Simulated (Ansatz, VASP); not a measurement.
**One calculation of Te2Mo, two programs**

```
Te Mo
1.0
     3.56039    0.00000    0.00000
    -1.78020    3.08339    0.00000
     0.00000    0.00000   31.09756
Te Mo
4 2
Direct
  0.66667 0.33333 0.33361
  0.66667 0.33333 0.44900
  0.33333 0.66667 0.55100
  0.33333 0.66667 0.66639
  0.33333 0.66667 0.39127
  0.66667 0.33333 0.60873
```

Alike in both runs: functional PBE; dispersion D3(BJ); k mesh 9 × 9 × 1; occupations gaussian, width 0.05 eV; no spin polarisation.

Ansatz relaxed the structure, and its values are those at the end. VASP's run is a single point on that final structure, the one shown.

|  | VASP | Ansatz |
| --- | --- | --- |
| version | VASP 6.6.1 | Ansatz 0.2.0 |
| potentials or method | VASP PAW PBE potentials, release 64 (Te, Mo_sv), cutoff 520 eV | scalar-relativistic, plane waves, PAW |
| valence electrons in the cell | 52 | 92 |

Ansatz gave:

```
gap on the k mesh at the Fermi level (eV) : 0.69
rms of the force components (eV/Å)        : 0.007
```

Problem. Estimate VASP's values.

Solution. gap on the k mesh at the Fermi level (eV): 0.67; rms of the force components (eV/Å): 0.009.

VASP's potentials hold 52 valence electrons a cell and Ansatz's 92, so a difference there can come from the potentials and not from the codes.

Neither program's run includes spin-orbit coupling.
